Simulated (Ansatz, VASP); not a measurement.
# Two plane-wave programs on SnO2

INCAR

```
PREC = Accurate
ENCUT = 600
EDIFF = 1E-6
ISMEAR = 0
SIGMA = 0.02
LREAL = False
LASPH = True
NELM = 120
ALGO = Normal
ISIF = 2
LWAVE = False
LCHARG = False
GGA = PE
NBANDS = 35
GGA_COMPAT = False
```

File KPOINTS:

```
regular mesh
0
Gamma
  6 6 8
```

File POSCAR:

```
SnO2
1.0
    4.7880040000      0.0000000000      0.0000000000
    0.0000000000      4.8665820000      0.0000000000
    0.0000000000      0.0000000000      3.2408980000
Sn O
2 4
Direct
    0.5000000000      0.5000000000      0.5000000000
    0.0000000000      0.0000000000      0.0000000000
    0.2918550000      0.3210420000      0.0000000000
    0.7918550000      0.1789580000      0.5000000000
    0.2081450000      0.8210420000      0.5000000000
    0.7081450000      0.6789580000      0.0000000000
```

Input for Ansatz:

```yaml
crystal:
  lattice:
    - [4.788004, 0.0, 0.0]
    - [0.0, 4.866582, 0.0]
    - [0.0, 0.0, 3.240898]
  atoms:
    - { symbol: Sn, position: [0.5, 0.5, 0.5] }
    - { symbol: Sn, position: [0.0, 0.0, 0.0] }
    - { symbol: O, position: [0.291855, 0.321042, 0.0] }
    - { symbol: O, position: [0.791855, 0.178958, 0.5] }
    - { symbol: O, position: [0.208145, 0.821042, 0.5] }
    - { symbol: O, position: [0.708145, 0.678958, 0.0] }
basis:
  ecutwfc: 420
kpoints:
  mp_grid: { grid: [6, 6, 8] }
hamiltonian:
  xc: pbe
scf:
  occupations: { method: gaussian, width: 0.02 }
output:
  forces: true
  stress: true
  eigenvalues: true
  populations: true
```

Alike in both runs: task single point; functional PBE; k mesh 6 × 6 × 8; occupations gaussian, width 0.02 eV; no spin polarisation.

|  | VASP | Ansatz |
| --- | --- | --- |
| version | VASP 6.6.1 | Ansatz 0.2.0 |
| potentials or method | VASP PAW PBE potentials, release 64 (Sn_d, O), cutoff 600 eV | scalar-relativistic, plane waves, PAW |
| valence electrons in the cell | 52 | 52 |

Ansatz gave:

```
gap on the k mesh at the Fermi level (eV)                     : 0.81
least direct gap on the mesh (eV)                             : 0.81
pressure (GPa)                                                : -0.5
traceless stress, the component that is largest in VASP (GPa) : 0.21
rms of the force components (eV/Å)                            : 0.034
```

Problem. Which values does VASP return?

Solution. gap on the k mesh at the Fermi level (eV): 0.80; least direct gap on the mesh (eV): 0.80; pressure (GPa): -0.1; traceless stress, the component that is largest in VASP (GPa): 0.12; rms of the force components (eV/Å): 0.031.

Atom by atom the forces differ by 0.008 eV/Å (rms over components).
